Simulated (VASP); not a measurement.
A run of VASP 6.6.1 is set up as follows.

POSCAR

```
MgO
1.0
    0.0000000000      2.1980262510      2.1021674168
    2.1980262510      0.0000000000      2.1021674168
    2.1980262510      2.1980262510      0.0000000000
Mg O
1 1
Direct
    0.0000000000      0.0000000000      0.0000000000
    0.5000000000      0.5000000000      0.5000000000
```

File INCAR.step1:

```
ALGO     = Normal         # electronic algorithm
EDIFF    = 1E-5           # SCF threshold, eV
ENCUT    = 660            # plane-wave cutoff, eV
GGA      = PE             # functional
GGA_COMPAT= F            
ISMEAR   = 0              # smearing method
LASPH    = T              # aspherical terms in the spheres
LCHARG   = F              # write CHGCAR
LREAL    = F              # projectors in reciprocal space
LWAVE    = T              # write WAVECAR
NBANDS   = 15             # bands
NELM     = 120            # most SCF steps
PREC     = Accurate       # precision mode
SIGMA    = 0.01           # smearing width, eV
```

The input INCAR.step2:

```
ALGO     = Normal         # electronic algorithm
EDIFF    = 1E-6           # SCF threshold, eV
ENCUT    = 660            # plane-wave cutoff, eV
GGA_COMPAT= F            
ISIF     = 2              # what is computed and relaxed
ISMEAR   = 0              # smearing method
ISTART   = 1            
LASPH    = T              # aspherical terms in the spheres
LCHARG   = F              # write CHGCAR
LMIXTAU  = T            
LREAL    = F              # projectors in reciprocal space
LWAVE    = F              # write WAVECAR
METAGGA  = R2SCAN         # meta-GGA
NBANDS   = 15             # bands
NELM     = 120            # most SCF steps
PREC     = Accurate       # precision mode
SIGMA    = 0.01           # smearing width, eV
```

Contents of KPOINTS:

```
k-points
0
Gamma
  10 10 10
```

Potentials or basis: VASP PAW PBE potentials, release 64 (Mg_sv, O).

The run is started by

```bash
$ cat potpaw_PBE.64/Mg_sv/POTCAR potpaw_PBE.64/O/POTCAR > POTCAR
$ cp INCAR.step1 INCAR
$ mpirun -np 1 vasp_std > vasp.out
$ cp INCAR.step2 INCAR
$ mpirun -np 1 vasp_std > vasp.out
```

Problem. What does it give for the pressure?

Solution. -12.4 GPa.

Problem. What does it give for the band gap on the k mesh?

Solution. 4.81 eV, direct.

Stress tensor (GPa, compression positive):
```
-14.48   0.00   0.00
  0.00 -14.48   0.00
  0.00   0.00  -8.19
```

Caveat: the cell differs from its parent crystal (biaxial xy strain +4.6%); the PAW data sets were made with another functional, which shifts forces and pressure a little.
